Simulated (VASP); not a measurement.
# MgS: single point with LDA

The system is MgS.

```
CELL_PARAMETERS angstrom
0.00000 2.56419 2.56419
2.56419 0.00000 2.56419
2.56419 2.56419 0.00000
ATOMIC_POSITIONS crystal
S 0.50000 0.50000 0.50000
Mg 0.00000 0.00000 0.00000
```

| Item | Value |
| --- | --- |
| Program | VASP 6.6.1 |
| Task | single point |
| Functional | LDA |
| Potentials or basis | VASP PAW LDA potentials, release 64 (S, Mg_sv) |
| Cutoff | 840 eV |
| k mesh | 9 × 9 × 9 |
| Occupations | fermi-dirac, width 0.05 eV |
| Spin | no spin polarisation |
| Dipole correction | no |
| Further INCAR settings | ALGO = Normal; EDIFF = 1e-06; NBANDS = 15 |

The pressure is 0.0 GPa. The band gap on the k mesh is 2.80 eV (least direct gap 3.85 eV).

Levels at points of the mesh, in eV from the valence-band top:
| k point | band 5 | band 6 | band 7 | band 8 | band 9 | band 10 | band 11 | band 12 |
| --- | --- | --- | --- | --- | --- | --- | --- | --- |
| (0.00, 0.00, 0.00) | -12.89 | 0.00 | 0.00 | 0.00 | 3.85 | 7.80 | 7.80 | 7.80 |

It took 17 s on 1 thread of Intel(R) Xeon(R) Platinum 8488C (Sapphire Rapids) (shared host), peak memory 0.18 GiB.

Caveat: an odd mesh through Γ misses points on the zone boundary, where band edges can lie.
